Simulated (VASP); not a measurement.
# Sn (I4_1/amd) in VASP: further runs

The runs below take Sn through relaxation of cell and atoms, single point, with RPBE, PBEsol, PBE.

All numbers are computed with VASP 6.6.1; they aren't measurements. Logs are shortened: lines on timing, memory, paths and dates and some standing lists are left out, and cuts for length are marked.

### Step 1. The cell of the first run

The structure is tetragonal, space group I4_1/amd (No. 141). The conventional cell has a = 5.880 Å, b = 5.880 Å, c = 3.199 Å, α = 90.00°, β = 90.00°, γ = 90.00°. Within 4.0 Å of Sn (site symmetry -4m2) lie 10 Sn at 3.05 to 3.79 Å.

### Step 2. Relaxation of cell and atoms, RPBE

The input, INCAR:

```
SYSTEM = Sn
PREC = Accurate
ENCUT = 600
EDIFF = 1E-6
ISMEAR = -1
SIGMA = 0.05
LREAL = .FALSE.
LASPH = .TRUE.
NELM = 100
ALGO = Normal
ISIF = 3
LWAVE = .FALSE.
LCHARG = .FALSE.
GGA = RP
IBRION = 2
NSW = 60
EDIFFG = -0.01
```

The input, KPOINTS:

```
regular mesh
0
G
  9 9 9
  0 0 0
```

The input, POSCAR:

```
Sn
1.0
   -2.9401404553      2.9401404553      1.5993019889
    2.9401404553     -2.9401404553      1.5993019889
    2.9401404553      2.9401404553     -1.5993019889
Sn
2
Direct
    0.0000000000      0.0000000000      0.0000000000
    0.7500000000      0.2500000000      0.5000000000
```

Potentials or basis: VASP PAW PBE potentials, release 64 (Sn_d).

Run with:

```sh
> cat potpaw_PBE.64/Sn_d/POTCAR > POTCAR
> mpirun -np 1 vasp_std > vasp.out
```

OUTCAR:

```text
SYSTEM = Sn
   PREC = Accurate
   ENCUT = 600
   EDIFF = 1E-6
   ISMEAR = -1
   LREAL = .FALSE.
   LASPH = .TRUE.
   NELM = 100
   ISIF = 3
   GGA = RP
   IBRION = 2
   NSW = 60
   EDIFFG = -0.01

 ion  position               nearest neighbor table
   1  0.000  0.000  0.000-   2 3.05   2 3.05   2 3.05   2 3.05
   2  0.750  0.250  0.500-   1 3.05   1 3.05   1 3.05   1 3.05

  LATTYP: Found a body centered tetragonal cell.
 ALAT       =     5.8802809106
 C/A-ratio  =     0.5439542815

  Lattice vectors:

 A1 = (  -2.9401404553,   2.9401404553,   1.5993019889)
 A2 = (   2.9401404553,  -2.9401404553,   1.5993019889)
 A3 = (   2.9401404553,   2.9401404553,  -1.5993019889)

Analysis of symmetry for initial positions (statically):
=====================================================================
 Subroutine PRICEL returns:
 Original cell was already a primitive cell.

 Routine SETGRP: Setting up the symmetry group for a
 body centered tetragonal supercell.

 Subroutine GETGRP returns: Found 16 space group operations
 (whereof  8 operations were pure point group operations)
 out of a pool of 16 trial point group operations.

The static configuration has the point symmetry D_2d.
 The point group associated with its full space group is D_4h.

Analysis of symmetry for dynamics (positions and initial velocities):
=====================================================================
 Subroutine PRICEL returns:
 Original cell was already a primitive cell.

 Routine SETGRP: Setting up the symmetry group for a
 body centered tetragonal supercell.

 Subroutine GETGRP returns: Found 16 space group operations
 (whereof  8 operations were pure point group operations)
 out of a pool of 16 trial point group operations.

The dynamic configuration has the point symmetry D_2d.
 The point group associated with its full space group is D_4h.

 Subroutine INISYM returns: Found 16 space group operations
 (whereof  8 operations are pure point group operations),
 and found     1 'primitive' translations

----------------------------------------------------------------------------------------

                                     Primitive cell

  volume of cell :      55.3002

  direct lattice vectors                    reciprocal lattice vectors
    -2.940140455  2.940140455  1.599301989     0.000000000  0.170059903  0.312636390
     2.940140455 -2.940140455  1.599301989     0.170059903  0.000000000  0.312636390
     2.940140455  2.940140455 -1.599301989     0.170059903  0.170059903  0.000000000

  length of vectors
     4.454954393  4.454954393  4.454954393     0.355895888  0.355895888  0.240501021

  position of ions in fractional coordinates (direct lattice)
     0.000000000  0.000000000  0.000000000
     0.750000000  0.250000000  0.500000000

  ion indices of the primitive-cell ions
   primitive index   ion index
                 1           1
                 2           2

----------------------------------------------------------------------------------------

 KPOINTS: regular mesh

Automatic generation of k-mesh.
 Grid dimensions read from file:
 generate k-points for:    9    9    9

 Generating k-lattice:

  Cartesian coordinates                     Fractional coordinates (reciprocal lattice)
     0.000000000  0.018895545  0.034737377     0.111111111 -0.000000000  0.000000000
     0.018895545  0.000000000  0.034737377    -0.000000000  0.111111111  0.000000000
     0.018895545  0.018895545  0.000000000     0.000000000  0.000000000  0.111111111

  Length of vectors
     0.039543988  0.039543988  0.026722336

  Shift w.r.t. Gamma in fractional coordinates (k-lattice)
     0.000000000  0.000000000  0.000000000

 Subroutine IBZKPT returns following result:
 ===========================================

 Found     75 irreducible k-points:

 Following reciprocal coordinates:
            Coordinates               Weight
  0.000000  0.000000  0.000000      1.000000
  0.111111 -0.000000  0.000000      8.000000
  0.222222 -0.000000  0.000000      8.000000
  0.333333 -0.000000  0.000000      8.000000
  0.444444 -0.000000  0.000000      8.000000
  0.111111  0.111111  0.000000      8.000000
[... 16 lines left out ...]
 -0.333333  0.333333  0.000000      4.000000
  0.444444  0.444444 -0.000000      8.000000
 [... further k-points ...]
   k-points           NKPTS =     75   k-points in BZ     NKDIM =     75   number of bands    NBANDS=     18
   number of dos      NEDOS =    301   number of ions     NIONS =      2
   total plane-waves  NPLWV =  46656
   dimension x,y,z NGX =    36 NGY =   36 NGZ =   36
   dimension x,y,z NGXF=    72 NGYF=   72 NGZF=   72
   ions per type =               2
   NGX,Y,Z   is equivalent  to a cutoff of  13.43, 13.43, 13.43 a.u.
   NGXF,Y,Z  is equivalent  to a cutoff of  26.87, 26.87, 26.87 a.u.
 SYSTEM =  Sn
   PREC   = accura    normal or accurate (medium, high low for compatibility)
   ISTART =      0    job   : 0-new  1-cont  2-samecut
   ICHARG =      2    charge: 1-file 2-atom 10-const
   ISPIN  =      1    spin polarized calculation?
   LNONCOLLINEAR =      F non collinear calculations
   LSORBIT =      F    spin-orbit coupling
   LASPH  =      T    aspherical Exc in radial PAW
   ENCUT  =  600.0 eV  44.10 Ry    6.64 a.u.   8.90  8.90  8.90*2*pi/ulx,y,z
   NELM   =    100;   NELMIN=  2; NELMDL= -5     # of ELM steps
   EDIFF  = 0.1E-05   stopping-criterion for ELM
   LREAL  =      F    real-space projection
   EDIFFG = -.1E-01   stopping-criterion for IOM
   NSW    =     60    number of steps for IOM
   IBRION =      2    ionic relax: 0-MD 1-quasi-New 2-CG
   NFREE  =      1    steps in history (QN), initial steepest desc. (CG)
   ISIF   =      3    stress and relaxation
   ISYM   =      2    0-nonsym 1-usesym 2-fastsym
   POTIM  = 0.5000    time-step for ionic-motion
   TEBEG  =    0.0;   TEEND  =   0.0 temperature during run
   PSTRESS=    0.0 pullay stress
   NELECT =      28.0000    total number of electrons
   NUPDOWN=      -1.0000    fix difference up-down
   EMIN   =  10.00;   EMAX   =-10.00  energy-range for DOS
   EFERMI =   0.00;   METHOD = LEGACY
   ISMEAR =    -1;   SIGMA  =   0.05  broadening in eV -4-tet -1-fermi 0-gaus
   EFERMI_NEDOS =   21; number of points for ismear=-14 and -15
   IALGO  =     38    algorithm
   IMIX   =      4    mixing-type and parameters
     AMIX     =   0.40;   BMIX     =  1.00
     AMIX_MAG =   1.60;   BMIX_MAG =  1.00
  volume/ion in A,a.u.               =      27.65       186.59
  Fermi-wavevector in a.u.,A,eV,Ry     =   1.304824  2.465760 23.164816  1.702566
  Thomas-Fermi vector in A             =   2.435734
   LORBIT       =      0    0 simple, 1 ext, 2 COOP (PROOUT), +10 PAW based schemes
   GGA     = RP    functional components
   LHFCALC =     F    Hartree Fock is set to
   AEXX    =    0.0000 exact exchange contribution
   IVDW    =     0    specifies the selected vdW correction
   LEPSILON=     F    determine dielectric tensor
   LRPA    =     F    only Hartree local field effects (RPA)
 conjugate gradient relaxation of ions
 non-spin polarized calculation
  energy-cutoff  :      600.00
  volume of cell :       55.30
 maximum number of plane-waves:      1880
   NGX = 17   NGY = 17   NGZ = 17

--------------------------------------- Ionic step        1  -------------------------------------------

 number of electron      27.9999989 magnetization

 Free energy of the ion-electron system (eV)
  ---------------------------------------------------
  ext. energy  EPLUGINS =         0.00000000
  ---------------------------------------------------
  free energy    TOTEN  =        -6.84160494 eV

  energy without entropy =       -6.83404426  energy(sigma->0) =       -6.83782460

 E-fermi :   7.8806     XC(G=0): -10.1351

 val. band max:        7.8747913953   @ k =  -0.2222   0.4444   0.2222
 cond. band min:       7.8922419412   @ k =  -0.2222  -0.2222   0.1111
 fundamental gap:      0.0174505458
 Fermi energy:         7.8806391088

 k-point     1 :       0.0000    0.0000    0.0000
  band No.  band energies     occupation
      1     -13.8341      2.00000
      2     -13.7595      2.00000
      3     -13.7157      2.00000
      4     -13.7073      2.00000
      5     -13.5670      2.00000
      6     -13.5670      2.00000
[... 10 lines left out ...]
     17      14.0139      0.00000
     18      14.6516      0.00000
[... 541 lines left out ...]
 POSITION                                       TOTAL-FORCE (eV/Angst)
 -----------------------------------------------------------------------------------
      0.00000      0.00000     -0.00000         0.000000     -0.000000     -0.000000
      0.00000      3.01359      0.81658        -0.000000      0.000000      0.000000
 -----------------------------------------------------------------------------------
    total drift:                               -0.000000      0.000000     -0.000000

  FREE ENERGIE OF THE ION-ELECTRON SYSTEM (eV)
  ---------------------------------------------------
  free  energy   TOTEN  =        -6.8679388892 eV

  energy  without entropy=       -6.8605108228  energy(sigma->0) =       -6.86422486

--------------------------------------- Ionic step        3  -------------------------------------------

 number of electron      28.0000004 magnetization

 Free energy of the ion-electron system (eV)
  ---------------------------------------------------
  ext. energy  EPLUGINS =         0.00000000
  ---------------------------------------------------
  free energy    TOTEN  =        -6.86932143 eV

  energy without entropy =       -6.86190832  energy(sigma->0) =       -6.86561488

 E-fermi :   7.2017     XC(G=0):  -9.8686

 val. band max:        7.1583294988   @ k =  -0.2222  -0.2222   0.1111
 cond. band min:       7.2030228447   @ k =   0.4444   0.3333   0.0000
 fundamental gap:      0.0446933459
 Fermi energy:         7.2017350036

 k-point     1 :       0.0000    0.0000    0.0000
  band No.  band energies     occupation
      1     -14.4369      2.00000
      2     -14.3804      2.00000
      3     -14.3351      2.00000
      4     -14.3344      2.00000
      5     -14.2153      2.00000
      6     -14.2153      2.00000
[... 10 lines left out ...]
     17      13.0324      0.00000
     18      13.6280      0.00000
[... 505 lines left out ...]
 POSITION                                       TOTAL-FORCE (eV/Angst)
 -----------------------------------------------------------------------------------
      0.00000      0.00000     -0.00000        -0.000000     -0.000000     -0.000000
      0.00000      2.99965      0.81336         0.000000      0.000000      0.000000
 -----------------------------------------------------------------------------------
    total drift:                               -0.000000      0.000000     -0.000000

  FREE ENERGIE OF THE ION-ELECTRON SYSTEM (eV)
  ---------------------------------------------------
  free  energy   TOTEN  =        -6.8693214341 eV

  energy  without entropy=       -6.8619083160  energy(sigma->0) =       -6.86561488

 reached required accuracy - stopping structural energy minimisation
```

It took 4.7 min on 1 thread of Intel Xeon 8259CL, shared host; peak memory 0.26 GiB.

What came out:

- Free energy: -6.8693 eV
- Relaxed volume: 29.27 Å³/atom
- Relaxed cell: a = 4.543 Å, b = 4.543 Å, c = 4.543 Å, α = 97.37°, β = 97.37°, γ = 138.04°
- Space group after relaxing (to 0.1 Å): I4_1/amd (No. 141)
- Energy gained by relaxing: 13.9 meV/atom
- Ionic steps: 3
- Pressure after relaxing: 0.0 GPa
- Band gap on the k mesh: zero (bands 14 and 15 overlap by 3.70 eV)

The path:
| step | energy change (eV) | largest force (eV/Å) | pressure (GPa) | volume (Å³) |
| --- | --- | --- | --- | --- |
| 1 | 0.0000 | 0.0000 | 2.85 | 55.30 |
| 2 | -0.0263 | 0.0000 | -0.56 | 59.33 |
| 3 | -0.0277 | 0.0000 | -0.03 | 58.55 |

Final structure:
```
Sn
1.0
    -2.99965    2.99965    1.62673
     2.99965   -2.99965    1.62673
     2.99965    2.99965   -1.62673
Sn
2
Direct
  0.00000 0.00000 0.00000
  0.75000 0.25000 0.50000
```

Caveat: the PAW data sets were made with another functional, which shifts forces and pressure a little; spin-orbit coupling is left out, which moves the levels of the heavy elements.

### Step 3. Single point, PBEsol, non-collinear spin, zero start, spin-orbit coupling

The input, INCAR:

```
SYSTEM = Sn
ALGO     = Normal         ! electronic algorithm
EDIFF    = 1E-6           ! SCF threshold, eV
ENCUT    = 520            ! plane-wave cutoff, eV
GGA      = PS             ! functional
GGA_COMPAT= .False.      
ISIF     = 2              ! what is computed and relaxed
ISMEAR   = -1             ! smearing method
LASPH    = .True.         ! aspherical terms in the spheres
LCHARG   = .False.        ! write CHGCAR
LORBIT   = 11             ! projections on sites
LORBMOM  = .True.       
LREAL    = .False.        ! projectors in reciprocal space
LSORBIT  = .True.         ! spin-orbit coupling
LWAVE    = .False.        ! write WAVECAR
MAGMOM   = 0 0 0 0 0 0    ! initial moments
NBANDS   = 40             ! bands
NELM     = 150            ! most SCF steps
PREC     = Accurate       ! precision mode
SIGMA    = 0.05           ! smearing width, eV
```

The input, KPOINTS:

```
k-points
0
Gamma
  7 7 7
  0 0 0
```

POSCAR is that of step 2.

Potentials or basis: VASP PAW PBE potentials, release 64 (Sn_d).

Run with:

```sh
> cat potpaw_PBE.64/Sn_d/POTCAR > POTCAR
> mpirun -np 1 vasp_ncl > vasp.out
```

Run time: 6 min. Hardware: 1 thread of Intel Xeon 8259CL, shared host; peak memory 0.44 GiB.

It converged, with:

```yaml
Free_energy: -8.6570 eV
Pressure: -1.7 GPa
Net_moment: 0.00 μB per cell
Valence_electrons_inside_the_program's_atomic_spheres: Sn 12.21
```

Stress tensor (GPa, compression positive):
```
-1.90  0.00  0.00
 0.00 -1.90  0.00
 0.00  0.00 -1.24
```

Moments on the atoms (μB; x, y, z):
```
Sn  0.00 0.00 0.00
Sn  0.00 0.00 0.00
```

Caveat: the PAW data sets were made with another functional, which shifts forces and pressure a little.

### Step 4. Relaxation of cell and atoms, PBE, target pressure 10 GPa, at which the enthalpy is minimised

The input, INCAR:

```
PREC = Accurate
ENCUT = 600
EDIFF = 1E-6
ISMEAR = -1
SIGMA = 0.05
LREAL = F
LASPH = T
NELM = 60
ALGO = Fast
ISIF = 3
LWAVE = F
LCHARG = F
GGA = PE
IBRION = 2
NSW = 60
EDIFFG = -0.01
PSTRESS = 100.0
```

The input, KPOINTS:

```
regular mesh
0
Gamma
  9 9 9
```

POSCAR is that of step 3.

Run with:

```sh
> cat potpaw_PBE.64/Sn_d/POTCAR > POTCAR
> mpirun -np 1 vasp_std > vasp.out
```

Wall time 5.8 min (1 thread of Intel Xeon Platinum 8259CL at 2.50GHz (Skylake/Cascade Lake), shared host); peak memory 0.26 GiB.

The run converged. Its results:

```yaml
Free_energy: -7.3954 eV
Relaxed_volume: 24.50 Å³/atom
Relaxed_cell: a = 4.290 Å, b = 4.290 Å, c = 4.290 Å, α = 97.24°, β = 97.24°, γ = 138.40°
Space_group_after_relaxing_to_0.1_Å: I4_1/amd (No. 141)
Energy_change_on_relaxing_the_run_minimises_the_enthalpy: +102.9 meV/atom
Ionic_steps: 6
Pressure_after_relaxing: 10.0 GPa
Band_gap_on_the_k_mesh: zero (bands 14 and 15 overlap by 4.50 eV)
```

Step by step:
```csv
step,energy change (eV),largest force (eV/Å),pressure (GPa),volume (Å³)
1,0.0000,0.0000,1.38,55.30
2,0.6660,0.0000,21.70,44.23
3,0.1982,0.0000,9.90,49.14
4,0.2055,0.0000,10.04,49.02
5,0.2056,0.0000,10.03,49.00
6,0.2059,0.0000,10.03,49.00
```

Final structure:
```
Sn
1.0
    -2.83562    2.83562    1.52340
     2.83562   -2.83562    1.52340
     2.83562    2.83562   -1.52340
Sn
2
Direct
  0.00000 0.00000 0.00000
  0.75000 0.25000 0.50000
```

Levels at points of the mesh, in eV from the Fermi level:
```csv
k point,band 11,band 12,band 13,band 14,band 15,band 16,band 17,band 18
"(0.00, 0.00, 0.00)",-11.99,-3.52,-2.38,-2.38,2.71,6.57,6.57,7.86
```

Caveat: the cell is relaxed towards a set pressure, so the run minimises the enthalpy, not the energy; spin-orbit coupling is left out, which moves the levels of the heavy elements.

### Step 5. Overview

| task | level | spin | cell | k mesh | cutoff (eV) | gap on the mesh (eV) | pressure (GPa) |
| --- | --- | --- | --- | --- | --- | --- | --- |
| relaxation of cell and atoms | RPBE | off | relaxed | 9 × 9 × 9 | 600 | none | 0.0 |
| single point | PBEsol | non-collinear, zero start, SOC | as given | 7 × 7 × 7 | 520 | - | -1.7 |
| relaxation of cell and atoms | PBE | off | relaxed to 10 GPa | 9 × 9 × 9 | 600 | none | 10.0 |

Alike in all rows: potentials or basis VASP PAW PBE potentials, release 64 (Sn_d); smearing fermi-dirac 0.05 eV.

Caveats: the PAW data sets were made with another functional, which shifts forces and pressure a little (at least some runs); spin-orbit coupling is left out, which moves the levels of the heavy elements (at least some runs); the cell is relaxed towards a set pressure, so the run minimises the enthalpy, not the energy (at least some runs).

Absolute energies hang on the potentials; compare differences alone.

The gap in the log of VASP goes by the Fermi energy; the results here count the filled bands.